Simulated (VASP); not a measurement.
Runs of VASP 6.6.1 on H10SO4. The cells are those of the table. 

```csv
task,cell,gap on the mesh (eV),pressure (GPa),largest force (eV/Å)
single point,"a = 5.310 Å, 15 atoms",4.29,1.4,(c)
single point,"a = 4.983 Å, 15 atoms",4.42,7.9,1.95
single point,"a = 6.162 Å, 15 atoms",4.26,(a),1.95
single point,"a = 5.089 Å, 15 atoms",(b),3.9,2.62
```

Alike in all rows: level PBE+D3(BJ); potentials or basis VASP PAW PBE potentials, release 64 (O, H, S); no spin polarisation; k mesh 1 × 1 × 1; cutoff (eV) 520; smearing fermi-dirac 0.05 eV.

Estimate the missing entries.

(a) -0.7; (b) 4.54; (c) 2.17.

Caveats: all runs use coarse meshes.

A k mesh can miss the band edges.
